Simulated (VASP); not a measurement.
Set up this calculation in VASP 6.6.1, as the native input.

- Task: relaxation of cell and atoms
- Functional: PBE
- Potentials or basis: VASP PAW PBE potentials, release 64 (Be, Te)
- Cutoff: 600 eV
- k mesh: 18 × 18 × 18
- Occupations: gaussian, width 0.1 eV
- Spin: no spin polarisation
- Dipole correction: no
- Further INCAR settings: ALGO = Normal; EDIFF = 1e-06; IBRION = 2; EDIFFG = -0.01; NSW = 100; ISIF = 3

The structure of BeTe lies in POSCAR:

```
BeTe
1.0
    0.0000000000      2.6785409620      2.6785409620
    2.6785409620      0.0000000000      2.6785409620
    2.6785409620      2.6785409620      0.0000000000
Be Te
1 1
Direct
    0.5000000000      0.5000000000      0.5000000000
    0.0000000000      0.0000000000      0.0000000000
```

One way to write it, as run:

INCAR

```
PREC = Accurate
ENCUT = 600
EDIFF = 1E-6
ISMEAR = 0
SIGMA = 0.1
LREAL = False
LASPH = True
NELM = 80
ALGO = Normal
ISIF = 3
LWAVE = False
LCHARG = False
GGA = PE
IBRION = 2
NSW = 100
EDIFFG = -0.01
```

KPOINTS

```
regular mesh
0
Gamma
  18 18 18
```

Potentials or basis: VASP PAW PBE potentials, release 64 (Be, Te).

Command:

```sh
$ cat potpaw_PBE.64/Be/POTCAR potpaw_PBE.64/Te/POTCAR > POTCAR
$ mpirun -np 1 vasp_std > vasp.out
```

It gave:

* Relaxed volume: 19.29 Å³/atom
* Relaxed cell: a = 3.793 Å, b = 3.793 Å, c = 3.793 Å, α = 60.00°, β = 60.00°, γ = 60.00°
* Space group after relaxing (to 0.05 Å): Fm-3m (No. 225)
* Energy gained by relaxing: 0.0 meV/atom
* Ionic steps: 2
* Pressure after relaxing: 0.0 GPa
* Band gap on the k mesh: zero (band 4 reaches 7.52 eV, above the bottom of band 5 at 6.30 eV)

Caveat: spin-orbit coupling is left out, which moves the levels of the heavy elements.

Run time: 64 s on 1 thread of Intel(R) Xeon(R) Platinum 8488C (Sapphire Rapids), on a shared host, peak memory 0.24 GiB.
